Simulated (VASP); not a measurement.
Runs of VASP 6.6.1 on SnSe2 (base). The structure is that of space group P-3m1 (No. 164), or close to it. The cells are those of the table. 

| task | cell | k mesh | cutoff (eV) | smearing | gap on the mesh (eV) | pressure (GPa) | relaxed volume (Å³/atom) | largest force (eV/Å) |
| --- | --- | --- | --- | --- | --- | --- | --- | --- |
| relaxation of cell and atoms | relaxed from a = 3.839, b = 3.839, c = 6.028 Å, angles 90.0, 90.0, 120.0°, 3 atoms | 9 × 9 × 6 | 600 | gaussian 0.02 eV | 0.37 | 0.0 | 25.59 | - |
| single point | a = 3.839, b = 3.839, c = 6.028 Å, angles 90.0, 90.0, 120.0°, 3 atoms | 6 × 6 × 4 | 520 | gaussian 0.1 eV | 0.65 | 0.1 | - | - |
| single point | a = 3.840, b = 3.840, c = 6.010 Å, angles 90.0, 90.0, 120.0°, 3 atoms | 9 × 9 × 6 | 520 | gaussian 0.02 eV | 0.38 | 0.1 | - | 0.01 |
| relaxation of cell and atoms | relaxed from a = 3.811, b = 3.811, c = 6.136 Å, angles 90.0, 90.0, 120.0°, 3 atoms | 6 × 6 × 4 | 600 | gaussian 0.1 eV | 0.64 | 0.0 | (b) | 0.03 |
| relaxation of cell and atoms | relaxed from a = 3.840, b = 3.840, c = 6.010 Å, angles 90.0, 90.0, 120.0°, 3 atoms | 12 × 12 × 6 | 600 | gaussian 0.02 eV | 0.34 | 0.0 | (a) | - |
| single point | a = 3.840, b = 3.840, c = 6.009 Å, angles 90.0, 90.0, 120.0°, 3 atoms | 12 × 12 × 6 | 520 | gaussian 0.02 eV | 0.34 | 0.1 | - | 0.01 |

Alike in all rows: level PBE+D3(BJ); potentials or basis VASP PAW PBE potentials, release 64 (Sn_d, Se); no spin polarisation.

Q: Estimate the missing entries.

A: (a) 25.60; (b) 25.63.

Caveats: spin-orbit coupling is left out, which moves the levels of the heavy elements; the relaxation stopped at a loose force limit of 0.05 eV/Å, so its end isn't a converged minimum (some runs).

A k mesh can miss the band edges, and the runs leave out spin-orbit coupling on Se, Sn.
